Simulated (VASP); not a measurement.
# BeCd3S2 (I4/mmm) in VASP: a series of runs

The runs below take BeCd3S2 through single point, with PBE.

Program: VASP 6.6.1. These are calculated values, not measurements. Logs are shortened: lines on timing, memory, paths and dates and some standing lists are left out, and cuts for length are marked.

### 1 The cell of the first run

Symmetry: I4/mmm, No. 139, tetragonal system. Conventional cell: a = 5.462 Å, b = 5.462 Å, c = 9.451 Å, α = 90.00°, β = 90.00°, γ = 90.00°. Within 3.7 Å of Be (site symmetry 4/mmm) lie 4 Cd at 2.73 Å and 8 S at 3.61 Å. Cd (site symmetry 4/mmm) has 4 Cd at 2.73 Å and 8 S at 3.61 Å within 3.7 Å. Within 3.1 Å of Cd (site symmetry mmm) lie 2 S at 2.36 Å and 2 Be at 2.73 Å and 2 Cd at 2.73 Å. Within 3.1 Å of S (site symmetry -4m2) lie 2 Cd at 2.36 Å.

The cell was generated, and may not be a known phase.

### 2 Single point, PBE

INCAR reads:

```
PREC = Accurate ; ENCUT = 630
EDIFF = 1E-6 ; ISMEAR = 0
SIGMA = 0.1 ; LREAL = F
LASPH = T ; NELM = 120
ALGO = Normal ; ISIF = 2
LWAVE = F ; LCHARG = F
GGA = PE ; NBANDS = 46
GGA_COMPAT = F
```

KPOINTS reads:

```
regular mesh
0
Gamma
  4 4 4
```

POSCAR reads:

```
BeCd3S2
1.0
   -2.7309848000      2.7309848000      4.7256702300
    2.7309848000     -2.7309848000      4.7256702300
    2.7309848000      2.7309848000     -4.7256702300
Be Cd S
1 3 2
Direct
    0.0000000000      0.0000000000      0.0000000000
    0.5000000000      0.5000000000      0.0000000000
    0.5000000000      0.0000000000      0.5000000000
    0.0000000000      0.5000000000      0.5000000000
    0.7500000000      0.2500000000      0.5000000000
    0.2500000000      0.7500000000      0.5000000000
```

Potentials or basis: VASP PAW PBE potentials, release 64 (Be, Cd_sv_GW, S).

Launch:

```bash
> cat potpaw_PBE.64/Be/POTCAR potpaw_PBE.64/Cd_sv_GW/POTCAR potpaw_PBE.64/S/POTCAR > POTCAR
> mpirun -np 1 vasp_std > vasp.out
```

OUTCAR:

```text
PREC = Accurate
   ENCUT = 630
   EDIFF = 1E-6
   ISMEAR = 0
   LREAL = F
   LASPH = T
   NELM = 120
   ISIF = 2
   GGA = PE

 ion  position               nearest neighbor table
   1  0.000  0.000  0.000-
   2  0.500  0.500  0.000-
   3  0.500  0.000  0.500-   5 2.36   6 2.36
   4  0.000  0.500  0.500-   5 2.36   6 2.36
   5  0.750  0.250  0.500-   3 2.36   4 2.36
   6  0.250  0.750  0.500-   3 2.36   4 2.36

  LATTYP: Found a body centered tetragonal cell.
 ALAT       =     5.4619696000
 C/A-ratio  =     1.7303905280

  Lattice vectors:

 A1 = (  -2.7309848000,   2.7309848000,   4.7256702300)
 A2 = (   2.7309848000,  -2.7309848000,   4.7256702300)
 A3 = (   2.7309848000,   2.7309848000,  -4.7256702300)

Analysis of symmetry for initial positions (statically):
=====================================================================
 Subroutine PRICEL returns:
 Original cell was already a primitive cell.

 Routine SETGRP: Setting up the symmetry group for a
 body centered tetragonal supercell.

 Subroutine GETGRP returns: Found 16 space group operations
 (whereof 16 operations were pure point group operations)
 out of a pool of 16 trial point group operations.

The static configuration has the point symmetry D_4h.

Analysis of symmetry for dynamics (positions and initial velocities):
=====================================================================
 Subroutine PRICEL returns:
 Original cell was already a primitive cell.

 Routine SETGRP: Setting up the symmetry group for a
 body centered tetragonal supercell.

 Subroutine GETGRP returns: Found 16 space group operations
 (whereof 16 operations were pure point group operations)
 out of a pool of 16 trial point group operations.

The dynamic configuration has the point symmetry D_4h.

 Subroutine INISYM returns: Found 16 space group operations
 (whereof 16 operations are pure point group operations),
 and found     1 'primitive' translations

----------------------------------------------------------------------------------------

                                     Primitive cell

  volume of cell :     140.9814

  direct lattice vectors                    reciprocal lattice vectors
    -2.730984800  2.730984800  4.725670230     0.000000000  0.183084139  0.105805098
     2.730984800 -2.730984800  4.725670230     0.183084139  0.000000000  0.105805098
     2.730984800  2.730984800 -4.725670230     0.183084139  0.183084139  0.000000000

  length of vectors
     6.103156157  6.103156157  6.103156157     0.211458082  0.211458082  0.258920072

  position of ions in fractional coordinates (direct lattice)
     0.000000000  0.000000000  0.000000000
     0.500000000  0.500000000  0.000000000
     0.500000000  0.000000000  0.500000000
     0.000000000  0.500000000  0.500000000
     0.750000000  0.250000000  0.500000000
     0.250000000  0.750000000  0.500000000

  ion indices of the primitive-cell ions
   primitive index   ion index
                 1           1
                 2           2
                 3           3
                 4           4
                 5           5
                 6           6

----------------------------------------------------------------------------------------

 KPOINTS: regular mesh

Automatic generation of k-mesh.
 Grid dimensions read from file:
 generate k-points for:    4    4    4

 Generating k-lattice:

  Cartesian coordinates                     Fractional coordinates (reciprocal lattice)
     0.000000000  0.045771035  0.026451274     0.250000000  0.000000000  0.000000000
     0.045771035  0.000000000  0.026451274     0.000000000  0.250000000  0.000000000
     0.045771035  0.045771035  0.000000000     0.000000000  0.000000000  0.250000000

  Length of vectors
     0.052864521  0.052864521  0.064730018

  Shift w.r.t. Gamma in fractional coordinates (k-lattice)
     0.000000000  0.000000000  0.000000000

 Subroutine IBZKPT returns following result:
 ===========================================

 Found     13 irreducible k-points:

 Following reciprocal coordinates:
            Coordinates               Weight
  0.000000  0.000000  0.000000      1.000000
  0.250000  0.000000  0.000000      8.000000
  0.500000  0.000000  0.000000      4.000000
  0.250000  0.250000  0.000000      8.000000
  0.500000  0.250000  0.000000     16.000000
 -0.250000  0.250000  0.000000      4.000000
  0.500000  0.500000  0.000000      2.000000
  0.250000  0.250000  0.250000      2.000000
 -0.250000  0.250000  0.250000      4.000000
  0.500000  0.500000  0.250000      4.000000
 -0.250000  0.500000  0.250000      8.000000
 -0.250000 -0.250000  0.250000      2.000000
  0.500000  0.500000  0.500000      1.000000
   k-points           NKPTS =     13   k-points in BZ     NKDIM =     13   number of bands    NBANDS=     46
   number of dos      NEDOS =    301   number of ions     NIONS =      6
   total plane-waves  NPLWV = 125000
   dimension x,y,z NGX =    50 NGY =   50 NGZ =   50
   dimension x,y,z NGXF=   100 NGYF=  100 NGZF=  100
   ions per type =               1   3   2
   NGX,Y,Z   is equivalent  to a cutoff of  13.62, 13.62, 13.62 a.u.
   NGXF,Y,Z  is equivalent  to a cutoff of  27.24, 27.24, 27.24 a.u.
 SYSTEM =  unknown system
   PREC   = accura    normal or accurate (medium, high low for compatibility)
   ISTART =      0    job   : 0-new  1-cont  2-samecut
   ICHARG =      2    charge: 1-file 2-atom 10-const
   ISPIN  =      1    spin polarized calculation?
   LNONCOLLINEAR =      F non collinear calculations
   LSORBIT =      F    spin-orbit coupling
   LASPH  =      T    aspherical Exc in radial PAW
   ENCUT  =  630.0 eV  46.30 Ry    6.80 a.u.  12.49 12.49 12.49*2*pi/ulx,y,z
   NELM   =    120;   NELMIN=  2; NELMDL= -5     # of ELM steps
   EDIFF  = 0.1E-05   stopping-criterion for ELM
   LREAL  =      F    real-space projection
[... 7 lines left out ...]
   TEBEG  =    0.0;   TEEND  =   0.0 temperature during run
   PSTRESS=    0.0 pullay stress
   NELECT =      74.0000    total number of electrons
   NUPDOWN=      -1.0000    fix difference up-down
   EMIN   =  10.00;   EMAX   =-10.00  energy-range for DOS
   EFERMI =   0.00;   METHOD = LEGACY
   ISMEAR =     0;   SIGMA  =   0.10  broadening in eV -4-tet -1-fermi 0-gaus
   EFERMI_NEDOS =   21; number of points for ismear=-14 and -15
   IALGO  =     38    algorithm
   IMIX   =      4    mixing-type and parameters
     AMIX     =   0.40;   BMIX     =  1.00
     AMIX_MAG =   1.60;   BMIX_MAG =  1.00
  volume/ion in A,a.u.               =      23.50       158.56
  Fermi-wavevector in a.u.,A,eV,Ry     =   1.320580  2.495535 23.727633  1.743932
  Thomas-Fermi vector in A             =   2.450396
   LORBIT       =      0    0 simple, 1 ext, 2 COOP (PROOUT), +10 PAW based schemes
   GGA     = PE    functional components
   LHFCALC =     F    Hartree Fock is set to
   AEXX    =    0.0000 exact exchange contribution
   IVDW    =     0    specifies the selected vdW correction
   LEPSILON=     F    determine dielectric tensor
   LRPA    =     F    only Hartree local field effects (RPA)
 non-spin polarized calculation
 Gauss-broadening in eV      SIGMA  =   0.10
  energy-cutoff  :      630.00
  volume of cell :      140.98
 maximum number of plane-waves:      5112
 NGX is ok and might be reduce to    50
   NGX = 25   NGY = 25   NGZ = 25

 number of electron      73.9999986 magnetization

 Free energy of the ion-electron system (eV)
  ---------------------------------------------------
  ext. energy  EPLUGINS =         0.00000000
  ---------------------------------------------------
  free energy    TOTEN  =       -10.55413558 eV

  energy without entropy =      -10.54077700  energy(sigma->0) =      -10.54745629

 E-fermi :   3.2637     XC(G=0):  -9.4436

 val. band max:        3.2172840834   @ k =   0.5000   0.5000   0.0000
 cond. band min:       3.2638979667   @ k =   0.5000   0.5000   0.0000
 fundamental gap:      0.0466138833
 Fermi energy:         3.2636709887

 k-point     1 :       0.0000    0.0000    0.0000
  band No.  band energies     occupation
      1     -99.5453      2.00000
      2     -99.5451      2.00000
      3     -99.4038      2.00000
      4     -60.6437      2.00000
      5     -60.6437      2.00000
      6     -60.5740      2.00000
[... 38 lines left out ...]
     45       9.6786      0.00000
     46       9.8891      0.00000

 k-point     2 :       0.2500    0.0000    0.0000
  band No.  band energies     occupation
      1     -99.5453      2.00000
      2     -99.5451      2.00000
      3     -99.4039      2.00000
      4     -60.6437      2.00000
      5     -60.6358      2.00000
      6     -60.5741      2.00000
[... 38 lines left out ...]
     45       9.3480      0.00000
     46      10.9585      0.00000

 k-point     3 :       0.5000    0.0000    0.0000
  band No.  band energies     occupation
      1     -99.5452      2.00000
      2     -99.5451      2.00000
      3     -99.4039      2.00000
      4     -60.6437      2.00000
      5     -60.6270      2.00000
      6     -60.5741      2.00000
[... 38 lines left out ...]
     45      10.1057      0.00000
     46      11.9976      0.00000

 k-point     4 :       0.2500    0.2500    0.0000
  band No.  band energies     occupation
      1     -99.5452      2.00000
      2     -99.5451      2.00000
      3     -99.4039      2.00000
      4     -60.6360      2.00000
      5     -60.6356      2.00000
      6     -60.5742      2.00000
[... 381 lines left out ...]
     45      10.4085      0.00000
     46      11.1867      0.00000

 k-point    12 :      -0.2500   -0.2500    0.2500
  band No.  band energies     occupation
      1     -99.5454      2.00000
      2     -99.5451      2.00000
      3     -99.4038      2.00000
      4     -60.6437      2.00000
      5     -60.6437      2.00000
      6     -60.5740      2.00000
[... 38 lines left out ...]
     45       8.5975      0.00000
     46      10.1863      0.00000

 k-point    13 :       0.5000    0.5000    0.5000
  band No.  band energies     occupation
      1     -99.5453      2.00000
      2     -99.5451      2.00000
      3     -99.4038      2.00000
      4     -60.6437      2.00000
      5     -60.6437      2.00000
      6     -60.5740      2.00000
[... 38 lines left out ...]
     45      10.7708      0.00000
     46      10.8436      0.00000

------------------------ aborting loop because EDIFF is reached ----------------------------------------

  FORCE on cell =-STRESS in cart. coord.  units (eV):
  Direction    XX          YY          ZZ          XY          YZ          ZX
  --------------------------------------------------------------------------------------
  -------------------------------------------------------------------------------------
  Total        3.1386733      3.1386733      5.6715105      0.0000000      0.0000000      0.0000000
  in kB       35.6693117     35.6693117     64.4536264      0.0000000      0.0000000      0.0000000
  external PRESSURE =      45.2640833 kB  Pullay stress =       0.0000000 kB

 VOLUME and BASIS-vectors are now :
 -----------------------------------------------------------------------------
  energy-cutoff  :      630.00
  volume of cell :      140.98
      direct lattice vectors                 reciprocal lattice vectors
    -2.730984800  2.730984800  4.725670230     0.000000000  0.183084139  0.105805098
     2.730984800 -2.730984800  4.725670230     0.183084139  0.000000000  0.105805098
     2.730984800  2.730984800 -4.725670230     0.183084139  0.183084139  0.000000000

 POSITION                                       TOTAL-FORCE (eV/Angst)
 -----------------------------------------------------------------------------------
      0.00000      0.00000      0.00000         0.000000     -0.000000      0.000000
      0.00000      0.00000      4.72567         0.000000     -0.000000      0.000000
      0.00000      2.73098      0.00000         0.000000     -0.000000      0.000000
      2.73098      0.00000      0.00000         0.000000     -0.000000      0.000000
      0.00000      2.73098      2.36284        -0.000000      0.000000     -0.000000
      2.73098      0.00000      2.36284         0.000000     -0.000000     -0.000000
 -----------------------------------------------------------------------------------
    total drift:                               -0.000000      0.000000     -0.000000

  FREE ENERGIE OF THE ION-ELECTRON SYSTEM (eV)
  ---------------------------------------------------
  free  energy   TOTEN  =       -10.5541355833 eV

  energy  without entropy=      -10.5407770018  energy(sigma->0) =      -10.54745629
```

Run time: 4.7 min. Hardware: 1 thread of Intel Xeon Platinum 8375C at 2.90GHz (Ice Lake), shared host; peak memory 0.39 GiB.

What came out:

```
Free energy            : -10.5541 eV
Pressure               : 4.5 GPa
Band gap on the k mesh : zero (bands 37 and 38 overlap by 2.00 eV)
```

Caveat: the cell stands under pressure.

### 3 Single point, PBE

This run uses another cell than the first one, of 26.41 Å³/atom.

INCAR reads:

```
SYSTEM = BeCd3S2
  PREC = Accurate
  ENCUT = 630
  EDIFF = 1E-6
  ISMEAR = 0
  SIGMA = 0.1
  LREAL = .FALSE.
  LASPH = .TRUE.
  NELM = 120
  ALGO = Normal
  ISIF = 2
  LWAVE = .FALSE.
  LCHARG = .FALSE.
  GGA = PE
  NBANDS = 46
  GGA_COMPAT = .FALSE.
```

KPOINTS reads:

```
Automatic mesh
0
G
  4 4 4
  0 0 0
```

POSCAR, as its differences from that of step 2:

```diff
@@ -2,5 +2,5 @@
 1.0
-   -2.7309848000      2.7309848000      4.7256702300
-    2.7309848000     -2.7309848000      4.7256702300
-    2.7309848000      2.7309848000     -4.7256702300
+   -2.8641203090      2.8641203090      4.8300505623
+    2.8641203090     -2.8641203090      4.8300505623
+    2.8641203090      2.8641203090     -4.8300505623
 Be Cd S
```

Potentials or basis: VASP PAW PBE potentials, release 64 (Be, Cd_sv_GW, S).

Launch:

```bash
> cat potpaw_PBE.64/Be/POTCAR potpaw_PBE.64/Cd_sv_GW/POTCAR potpaw_PBE.64/S/POTCAR > POTCAR
> mpirun -np 1 vasp_std > vasp.out
```

Wall time 2 min (1 thread of Intel Xeon 6975P-C (Granite Rapids), shared host); peak memory 0.44 GiB.

The run converged. Its results:

```
Free energy            : -10.7770 eV
Pressure               : 0.1 GPa
Band gap on the k mesh : zero (bands 37 and 38 overlap by 1.49 eV)
```

Stress tensor (GPa, compression positive):
```
 0.27  0.00  0.00
 0.00  0.27  0.00
 0.00  0.00 -0.16
```

Levels at points of the mesh, in eV from the Fermi level:
```csv
k point,band 33,band 34,band 35,band 36,band 37,band 38,band 39,band 40,band 41,band 42
"(0.00, 0.00, 0.00)",-1.29,-1.29,-0.98,-0.98,-0.68,-0.68,-0.10,2.54,3.56,3.56
"(0.50, 0.00, 0.00)",-2.01,-1.46,-1.46,-0.30,-0.25,1.16,1.70,1.78,1.97,3.00
"(0.50, 0.50, 0.00)",-2.82,-1.83,-1.78,-0.60,-0.12,-0.06,2.57,3.22,4.80,4.83
"(0.50, 0.50, 0.50)",-2.62,-0.52,-0.26,-0.26,0.81,0.87,1.16,1.16,1.81,2.64
```

The gap in the log of VASP goes by the Fermi energy; the results here count the filled bands.